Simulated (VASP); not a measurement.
Crystal: InTe4W.

```
In Te W
1.0
     3.31215    0.00000    0.00000
     0.00000    3.31215    0.00000
     0.00000    0.00000   14.93181
In Te W
1 4 1
Direct
  0.00000 0.00000 0.00000
  0.50000 0.50000 0.15671
  0.00000 0.00000 0.61247
  0.00000 0.00000 0.38753
  0.50000 0.50000 0.84329
  0.50000 0.50000 0.50000
```

The cell was built from a structure type or drawn by symmetry, and may not be a known phase.

```yaml
Program: VASP 6.6.1
Task: relaxation of cell and atoms
Functional: PBE
Potentials_or_basis: VASP PAW PBE potentials, release 64 (In_d, Te, W_sv)
Cutoff: 600 eV
k_mesh: 6 × 6 × 2
Occupations: gaussian, width 0.1 eV
Spin: no spin polarisation
```

At the start: pressure 1.2 GPa; volume 27.30 Å³/atom.

Task: Where does the relaxation end?

Result: Over 19 steps the energy falls by 24.0 meV/atom and the volume is 29.35 Å³/atom (+7.5 %); space group P4/mmm (No. 123, to 0.1 Å) before and after.

Step by step:
| step | energy change (eV) | largest force (eV/Å) | pressure (GPa) | volume (Å³) |
| --- | --- | --- | --- | --- |
| 1 | 0.0000 | 0.2215 | 1.18 | 163.81 |
| 2 | -0.0160 | 0.3716 | -0.89 | 168.62 |
| 3 | -0.0193 | 0.2206 | -0.31 | 167.20 |
| 4 | -0.0329 | 0.2709 | -0.15 | 167.38 |
| 5 | -0.0421 | 0.3366 | 0.10 | 167.58 |
| 6 | -0.0434 | 0.3592 | 0.22 | 167.66 |
| 7 | -0.0564 | 0.2484 | 0.28 | 168.34 |
| 8 | -0.0873 | 0.1894 | 0.41 | 170.40 |
| 9 | -0.0643 | 0.9698 | 0.82 | 174.53 |
| 10 | -0.0947 | 0.4083 | 0.51 | 171.76 |
| 11 | -0.0984 | 0.4259 | 0.48 | 172.16 |
| 12 | -0.1071 | 0.4801 | 0.39 | 173.38 |
| 13 | -0.1124 | 0.5854 | 0.23 | 175.82 |
| 14 | -0.1226 | 0.4753 | 0.10 | 176.07 |
| 15 | -0.1406 | 0.1510 | -0.24 | 176.83 |
| 16 | -0.1426 | 0.0159 | -0.40 | 177.18 |
| 17 | -0.1437 | 0.0212 | -0.22 | 176.66 |
| 18 | -0.1441 | 0.0404 | -0.01 | 176.10 |
| 19 | -0.1441 | 0.0394 | -0.01 | 176.12 |

Final structure:
```
In Te W
1.0
     3.26428    0.00000    0.00000
     0.00000    3.26428    0.00000
     0.00000    0.00000   16.52875
In Te W
1 4 1
Direct
  0.00000 0.00000 0.00000
  0.50000 0.50000 0.16729
  0.00000 0.00000 0.60318
  0.00000 0.00000 0.39682
  0.50000 0.50000 0.83271
  0.50000 0.50000 0.50000
```

Caveat: this functional lacks dispersion, which binds the layers, so the pressure and a relaxed spacing across them are unreliable.
